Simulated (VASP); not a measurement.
Rh: single point with PBE

Rh:

```
CELL_PARAMETERS angstrom
0.00000 1.91497 1.91497
2.08252 0.00000 1.91497
2.08252 1.91497 0.00000
ATOMIC_POSITIONS crystal
Rh 0.00000 0.00000 0.00000
```

This cell differs from its parent crystal: strain +0.0875 x Voigt [1, 0, 0, 0, 0, 0].

```yaml
Program: VASP 6.6.1
Task: single point
Functional: PBE
Potentials_or_basis: VASP PAW PBE potentials, release 64 (Rh_pv)
Cutoff: 520 eV
k_mesh: 26 × 26 × 26
Occupations: gaussian, width 0.15 eV
Spin: no spin polarisation
```

- Pressure: -16.3 GPa

Stress tensor (GPa, compression positive):
```
-26.45   0.00   0.00
  0.00 -11.20   0.00
  0.00   0.00 -11.20
```

Levels at points of the mesh, in eV from the Fermi level:
```
           k point  band 3  band 4  band 5  band 6  band 7  band 8  band 9  band 10  band 11  band 12
(0.00, 0.00, 0.00)  -46.16   -7.19   -3.12   -2.29   -2.29   -1.35   -0.38    16.14    19.54    20.88
(0.50, 0.00, 0.00)  -46.20   -5.27   -3.03   -2.25    0.31    0.64    0.90     7.68    15.28    19.84
(0.50, 0.50, 0.00)  -46.35   -5.38   -5.02    0.38    0.47    1.20    3.74    11.77    11.99    12.59
(0.00, 0.50, 0.50)  -46.30   -5.37   -5.04    0.52    0.77    0.77    2.14     9.59    13.74    13.74
```

Wall time 2.6 min on 1 thread of AMD EPYC 9R45 96-Core Processor (Zen 5), with other jobs on the host, peak memory 0.32 GiB.

Caveat: the cell differs from its parent crystal (strain +0.0875 x Voigt [1, 0, 0, 0, 0, 0]).
